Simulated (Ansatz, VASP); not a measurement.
# One calculation of MgS, two programs

Contents of POSCAR:

```
MgS
1.0
    0.0000000000      2.8308768410      2.8308768410
    2.8308768410      0.0000000000      2.8308768410
    2.8308768410      2.8308768410      0.0000000000
Mg S
1 1
Direct
    0.0000000000      0.0000000000      0.0000000000
    0.2500000000      0.2500000000      0.2500000000
```

File INCAR.step1:

```
ALGO = Normal ; EDIFF = 1E-5
ENCUT = 520 ; GGA = PE
ISIF = 2 ; ISMEAR = 0
LASPH = T ; LCHARG = F
LREAL = F ; LWAVE = T
NBANDS = 11 ; NELM = 80
PREC = Accurate ; SIGMA = 0.01
```

INCAR.step2

```
AEXX = 0.25 ; ALGO = Normal
EDIFF = 1E-6 ; ENCUT = 520
GGA = PE ; ISIF = 2
ISMEAR = 0 ; ISTART = 1
LASPH = T ; LCHARG = F
LHFCALC = T ; LREAL = F
LWAVE = F ; NBANDS = 11
NELM = 80 ; PREC = Accurate
PRECFOCK = Normal ; SIGMA = 0.01
```

The input KPOINTS:

```
k-points
0
Gamma
  6 6 6
```

Input for Ansatz:

```yaml
crystal:
  lattice:
    - [0.0, 2.830876841, 2.830876841]
    - [2.830876841, 0.0, 2.830876841]
    - [2.830876841, 2.830876841, 0.0]
  atoms:
    - { symbol: Mg, position: [0.0, 0.0, 0.0] }
    - { symbol: S, position: [0.25, 0.25, 0.25] }
kpoints:
  mp_grid: { grid: [6, 6, 6] }
  band_path:
    path:
      - [0.0, 0.0, 0.0]
      - [-0.5, -0.5, 0.0]
      - [-0.375, -0.375, 0.25]
      - [-0.375, 0.0, 0.375]
      - [0.0, 0.0, 0.5]
      - [-0.5, -0.25, 0.25]
    npoints: 1
hamiltonian:
  xc: pbe0
scf:
  occupations: { method: fixed }
  n_extra_bands: 4
output:
  forces: true
  stress: true
  eigenvalues: true
```

Alike in both runs: task single point; functional PBE0; k mesh 6 × 6 × 6; no spin polarisation.

|  | VASP | Ansatz |
| --- | --- | --- |
| version | VASP 6.6.1 | Ansatz 0.2.0 |
| potentials or method | VASP PAW PBE potentials, release 64 (Mg, S) | plane waves, PAW |
| plane-wave cutoff (eV) | 520 | 420 |
| occupations | gaussian, width 0.01 eV | fixed |
| valence electrons in the cell | 8 | 16 |

|  | VASP | Ansatz | Ansatz less VASP |
| --- | --- | --- | --- |
| gap on the k mesh at the Fermi level (eV) | 5.21 | 5.21 | +0.002 |
| pressure (GPa) | -0.2 | 0.0 | +0.21 |

VASP's potentials hold 8 valence electrons a cell and Ansatz's 16, so a difference there can come from the potentials and not from the codes. Ansatz's warnings: stress exchange threshold loose, stress scf threshold loose.
